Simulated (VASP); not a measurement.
H, 2 atoms in the cell. It takes space group I4/mmm (No. 139, tetragonal). The conventional cell has a = 3.432 Å, b = 3.432 Å, c = 4.300 Å, α = 90.00°, β = 90.00°, γ = 90.00°. H (site symmetry 4mm) has 1 H at 0.65 Å within 0.9 Å.  This cell differs from its parent crystal: strained.

| Item | Value |
| --- | --- |
| Program | VASP 6.6.1 |
| Task | single point |
| Functional | PBEsol |
| Potentials or basis | VASP PAW PBE potentials, release 64 (H) |
| Cutoff | 520 eV |
| k mesh | 10 × 10 × 10 |
| Occupations | gaussian, width 0.02 eV |
| Spin | no spin polarisation |
| Dipole correction | no |
| Further INCAR settings | ALGO = Normal; EDIFF = 1e-06; NBANDS = 8 |

Potentials or basis: VASP PAW PBE potentials, release 64 (H).

Command:

```sh
$ cat potpaw_PBE.64/H/POTCAR > POTCAR
$ mpirun -np 1 vasp_std > vasp.out
```

Hardware: 1 thread of Intel(R) Xeon(R) Platinum 8375C CPU @ 2.90GHz (Ice Lake), with other jobs on the host.

How long does it take, and how much memory?

It took 17 s on 1 thread of Intel(R) Xeon(R) Platinum 8375C CPU @ 2.90GHz (Ice Lake), on a shared host, peak memory 0.13 GiB. Counts: scf iterations 12, k points 102.
